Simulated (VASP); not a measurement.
Si2Mo: single point with r2SCAN+D3(BJ)

The system is Si2Mo.

```
Mo Si
1.0
    -1.58926    1.58926    3.90412
     1.58926   -1.58926    3.90412
     1.58926    1.58926   -3.90412
Mo Si
1 2
Direct
  0.00000 0.00000 0.00000
  0.66700 0.66700 0.00000
  0.33300 0.33300 0.00000
```

```
Program             : VASP 6.6.1
Task                : single point
Functional          : r2SCAN
Dispersion          : D3(BJ)
Potentials or basis : VASP PAW PBE potentials, release 64 (Mo_sv, Si)
Cutoff              : 520 eV
k mesh              : 12 × 12 × 12
Occupations         : fermi-dirac, width 0.05 eV
Spin                : no spin polarisation
```

```
Pressure                   : 0.2 GPa
Largest force              : 0.312 eV/Å
Band gap on the k mesh     : zero (band 11 reaches 13.10 eV, above the bottom of band 12 at 11.97 eV)
Dispersion energy per atom : -0.278 eV
```

Forces on the atoms (eV/Å):
```
Mo   0.000  0.000  0.000
Si   0.000  0.000 -0.312
Si   0.000  0.000  0.312
```

Stress tensor (GPa, compression positive):
```
 0.84  0.00  0.00
 0.00  0.84  0.00
 0.00  0.00 -1.18
```

Levels at points of the mesh, in eV from the Fermi level:
| k point | band 7 | band 8 | band 9 | band 10 | band 11 | band 12 | band 13 | band 14 | band 15 | band 16 |
| --- | --- | --- | --- | --- | --- | --- | --- | --- | --- | --- |
| (0.00, 0.00, 0.00) | -3.55 | -3.18 | -2.90 | -2.90 | 0.42 | 3.22 | 3.51 | 3.87 | 3.87 | 4.47 |
| (0.50, 0.00, 0.00) | -5.26 | -4.87 | -2.79 | -2.75 | -0.59 | 2.59 | 3.22 | 4.54 | 4.54 | 5.83 |
| (0.50, 0.50, 0.00) | -6.19 | -5.45 | -4.85 | -3.36 | -1.31 | 2.67 | 3.07 | 3.32 | 3.51 | 5.05 |
| (0.50, 0.50, 0.50) | -3.73 | -2.44 | -0.64 | -0.64 | -0.61 | -0.61 | 0.56 | 5.04 | 6.03 | 6.35 |

Run time: 3.6 min on 1 thread of Intel(R) Xeon(R) 6975P-C (Granite Rapids), on a shared host, peak memory 0.29 GiB.

Caveat: the PAW data sets were made with another functional, which shifts forces and pressure a little; pairwise dispersion overbinds metals, which lowers pressure and volume.
